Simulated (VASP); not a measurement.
Runs of VASP 6.6.1 on In. The structure is that of space group P6/mmm (No. 191), or close to it. The cells are those of the table. 

```tsv
task	cell	k mesh	cutoff (eV)	gap on the mesh (eV)	pressure (GPa)
single point	a = 5.590, b = 5.590, c = 3.466 Å, angles 90.0, 90.0, 120.0°, 3 atoms	8 × 8 × 11	520	none	(b)
relaxation of cell and atoms	relaxed from a = 5.286, b = 5.286, c = 3.241 Å, angles 90.0, 90.0, 120.0°, 3 atoms	7 × 7 × 10	600	none	0.0
single point	a = 5.310, b = 5.310, c = 3.292 Å, angles 90.0, 90.0, 120.0°, 3 atoms	8 × 8 × 11	520	none	1.6
single point	a = 5.383, b = 5.383, c = 3.337 Å, angles 90.0, 90.0, 120.0°, 3 atoms	7 × 7 × 10	520	none	0.0
single point	a = 5.454, b = 5.454, c = 3.381 Å, angles 90.0, 90.0, 120.0°, 3 atoms	8 × 8 × 11	520	none	-1.1
single point	a = 5.383, b = 5.383, c = 3.337 Å, angles 90.0, 90.0, 120.0°, 3 atoms	8 × 8 × 11	520	none	0.1
single point	a = 5.383, b = 5.383, c = 3.337 Å, angles 90.0, 90.0, 120.0°, 3 atoms	9 × 9 × 12	520	none	0.2
single point	a = 5.235, b = 5.235, c = 3.246 Å, angles 90.0, 90.0, 120.0°, 3 atoms	8 × 8 × 11	520	none	(a)
```

Alike in all rows: level PBE; potentials or basis VASP PAW PBE potentials, release 64 (In_d); no spin polarisation; smearing fermi-dirac 0.1 eV.

Estimate the missing entries.

(a) 3.5; (b) -2.8.

Caveats: spin-orbit coupling is left out, which moves the levels of the heavy elements.

A k mesh can miss the band edges, and the runs leave out spin-orbit coupling on In.

A gap of «none» marks levels without a gap at the run's occupations.
